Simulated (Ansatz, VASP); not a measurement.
Hf2S in VASP and in Ansatz

The input INCAR:

```
  PREC = Accurate
  ENCUT = 520
  EDIFF = 1E-6
  ISMEAR = 0
  SIGMA = 0.05
  LREAL = False
  LASPH = True
  NELM = 60
  ALGO = Normal
  ISIF = 2
  LWAVE = False
  LCHARG = False
  GGA = PS
  NBANDS = 35
```

File KPOINTS:

```
regular mesh
0
Gamma
  12 12 4
```

Contents of POSCAR:

```
Hf2S
1.0
    3.3742737662      0.0000000000      0.0000000000
   -1.6871368831      2.9222068008      0.0000000000
    0.0000000000      0.0000000000     11.7174070300
Hf S
4 2
Direct
    0.6666666667      0.3333333333      0.8998116400
    0.3333333333      0.6666666667      0.3998116400
    0.6666666667      0.3333333333      0.6001883600
    0.3333333333      0.6666666667      0.1001883600
    0.0000000000      0.0000000000      0.7500000000
    0.0000000000      0.0000000000      0.2500000000
```

Input for Ansatz:

```yaml
crystal:
  lattice:
    - [3.3742737662, 0.0, 0.0]
    - [-1.6871368831, 2.9222068008, 0.0]
    - [0.0, 0.0, 11.71740703]
  atoms:
    - { symbol: Hf, position: [0.6666666667, 0.3333333333, 0.89981164] }
    - { symbol: Hf, position: [0.3333333333, 0.6666666667, 0.39981164] }
    - { symbol: Hf, position: [0.6666666667, 0.3333333333, 0.60018836] }
    - { symbol: Hf, position: [0.3333333333, 0.6666666667, 0.10018836] }
    - { symbol: S, position: [0.0, 0.0, 0.75] }
    - { symbol: S, position: [0.0, 0.0, 0.25] }
basis:
  ecutwfc: 420
kpoints:
  mp_grid: { grid: [12, 12, 4] }
hamiltonian:
  xc: pbesol
scf:
  occupations: { method: gaussian, width: 0.05 }
output:
  forces: true
  stress: true
  eigenvalues: true
```

Alike in both runs: task single point; functional PBEsol; k mesh 12 × 12 × 4; occupations gaussian, width 0.05 eV; no spin polarisation.

|  | VASP | Ansatz |
| --- | --- | --- |
| version | VASP 6.6.1 | Ansatz 0.2.0 |
| potentials or method | VASP PAW PBE potentials, release 64 (Hf_pv, S), cutoff 520 eV | scalar-relativistic, plane waves, PAW |
| valence electrons in the cell | 52 | 116 |

Ansatz gave:

| Property | Result |
| --- | --- |
| gap on the k mesh at the Fermi level (eV) | none |
| pressure (GPa) | -2.8 |
| traceless stress, the component that is largest in VASP (GPa) | 0.21 |
| rms of the force components (eV/Å) | 0.098 |

Task: Which values does VASP return?

Result: gap on the k mesh at the Fermi level (eV): none; pressure (GPa): -3.3; traceless stress, the component that is largest in VASP (GPa): 0.21; rms of the force components (eV/Å): 0.101.

VASP's potentials were made for PBE, not for PBEsol. Atom by atom the forces differ by 0.004 eV/Å (rms over components). A gap of «none» marks a metal or a gap that the smearing closes. VASP's potentials hold 52 valence electrons a cell and Ansatz's 116, so a difference there can come from the potentials and not from the codes.

Spin-orbit coupling is off throughout.
